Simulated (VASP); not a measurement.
Input of a VASP 6.6.1 run:

POSCAR

```
Co
1.0
    0.0000000000      1.6957570625      1.6957570625
    1.6957570625      0.0000000000      1.6957570625
    1.6957570625      1.6957570625      0.0000000000
Co
1
Direct
    0.0000000000      0.0000000000      0.0000000000
```

INCAR.step1

```
SYSTEM = Co
PREC = Accurate
ENCUT = 520
EDIFF = 1E-5
ISMEAR = -1
SIGMA = 0.1
LREAL = .FALSE.
LASPH = .TRUE.
NELM = 60
ALGO = Normal
ISIF = 2
LWAVE = .TRUE.
LCHARG = .FALSE.
GGA = PE
NBANDS = 10
```

The input INCAR.step2:

```
SYSTEM = Co
PREC = Accurate
ENCUT = 520
EDIFF = 1E-6
ISMEAR = -1
SIGMA = 0.1
LREAL = .FALSE.
LASPH = .TRUE.
NELM = 60
ALGO = Normal
ISIF = 2
LWAVE = .FALSE.
LCHARG = .FALSE.
GGA = PE
LHFCALC = .TRUE.
HFSCREEN = 0.2079
PRECFOCK = Normal
ISTART = 1
NBANDS = 10
```

File KPOINTS:

```
regular mesh
0
G
  6 6 6
  0 0 0
```

Potentials or basis: VASP PAW PBE potentials, release 64 (Co).

Command:

```sh
$ cat potpaw_PBE.64/Co/POTCAR > POTCAR
$ cp INCAR.step1 INCAR
$ mpirun -np 1 vasp_std > vasp.out
$ cp INCAR.step2 INCAR
$ mpirun -np 1 vasp_std > vasp.out
```

(1) What does it give for the band gap on the k mesh?

(2) Estimate the pressure.

Results:

(1) zero (an odd number of electrons rules out a gap without spin polarisation).

(2) 7.4 GPa.

Caveat: the k points lie up to 0.53 Å⁻¹ apart, too coarse for converged energies and pressures of a metal; the PAW data sets were made with another functional, which shifts forces and pressure a little; the run has no spin polarisation, though such a crystal can be magnetic.
